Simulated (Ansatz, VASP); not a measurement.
Two plane-wave programs on CdS

```
Cd S
1.0
     4.15000    0.00000    0.00000
    -2.07500    3.59401    0.00000
     0.00000    0.00000    6.73700
Cd S
2 2
Direct
  0.33333 0.66667 0.00000
  0.66667 0.33333 0.50000
  0.33333 0.66667 0.37500
  0.66667 0.33333 0.87500
```

Alike in both runs: task single point; functional PBE; k mesh 4 × 4 × 2; no spin polarisation.

```csv
,VASP,Ansatz
version,VASP 6.6.1,Ansatz 0.2.0
potentials or method,"VASP PAW PBE potentials, release 64 (Cd, S)","plane waves, PAW"
plane-wave cutoff (eV),520,420
occupations,"gaussian, width 0.01 eV",fixed
valence electrons in the cell,36,52
```

```tsv
	VASP	Ansatz	Ansatz less VASP
gap on the k mesh at the Fermi level (eV)	1.19	1.19	-0.003
```

VASP's potentials hold 36 valence electrons a cell and Ansatz's 52, so a difference there can come from the potentials and not from the codes.

The k mesh is coarse, so the values compare programs but aren't converged.
